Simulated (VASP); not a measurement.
Set up this calculation in VASP 6.6.1, as the native input.

```
Task                    : single point
Functional              : PBE
Potentials or basis     : VASP PAW PBE potentials, release 64 (Ge_d)
Cutoff                  : 520 eV
k mesh                  : 8 × 8 × 4
Occupations             : fermi-dirac, width 0.05 eV
Spin                    : no spin polarisation
Dipole correction       : no
k mesh for the DOS      : 12 × 12 × 6
Occupations for the DOS : tetrahedron
Further INCAR settings  : ALGO = Normal; EDIFF = 1e-06
```

Ge:

```
Ge
1.0
     3.99759    0.00000    0.00000
    -1.99879    3.46201    0.00000
     0.00000    0.00000    6.59938
Ge
4
Direct
  0.33333 0.66667 0.93710
  0.66667 0.33333 0.43710
  0.33333 0.66667 0.56290
  0.66667 0.33333 0.06290
```

This isn't the form of Ge at room conditions, which is diamond.

These files were run (other wordings do the same):

POSCAR

```
Ge
1.0
    3.9975858431      0.0000000000      0.0000000000
   -1.9987929216      3.4620108940      0.0000000000
    0.0000000000      0.0000000000      6.5993779500
Ge
4
Direct
    0.3333333333      0.6666666667      0.9370987500
    0.6666666667      0.3333333333      0.4370987500
    0.3333333333      0.6666666667      0.5629012500
    0.6666666667      0.3333333333      0.0629012500
```

INCAR.step1

```
SYSTEM = Ge
  ALGO = Normal
  EDIFF = 1E-6
  ENCUT = 520
  GGA = PE
  ISIF = 2
  ISMEAR = -1
  LASPH = .True.
  LCHARG = .True.
  LREAL = .False.
  LWAVE = .False.
  NBANDS = 36
  NELM = 100
  PREC = Accurate
  SIGMA = 0.05
```

KPOINTS.step1

```
k-points
0
Gamma
  8 8 4
  0 0 0
```

INCAR.step2

```
SYSTEM = Ge
  ALGO = Normal
  EDIFF = 1E-6
  ENCUT = 520
  GGA = PE
  ICHARG = 11
  ISIF = 2
  ISMEAR = -5
  LASPH = .True.
  LCHARG = .False.
  LORBIT = 10
  LREAL = .False.
  LWAVE = .False.
  NEDOS = 2001
  NELM = 100
  PREC = Accurate
  SIGMA = 0.05
```

KPOINTS.step2

```
k-points
0
Gamma
  12 12 6
  0 0 0
```

Potentials or basis: VASP PAW PBE potentials, release 64 (Ge_d).

Command:

```sh
$ cat potpaw_PBE.64/Ge_d/POTCAR > POTCAR
$ cp INCAR.step1 INCAR
$ cp KPOINTS.step1 KPOINTS
$ mpirun -np 1 vasp_std > vasp.out
$ cp INCAR.step2 INCAR
$ cp KPOINTS.step2 KPOINTS
$ mpirun -np 1 vasp_std > vasp.out
```

Results of the run:

| Quantity | Value |
| --- | --- |
| Valence electrons inside the program's atomic spheres | Ge 12.41 |

Wall time 3 min on 1 thread of Intel(R) Xeon(R) Platinum 8259CL CPU @ 2.50GHz (Skylake/Cascade Lake), on a shared host, peak memory 0.3 GiB.
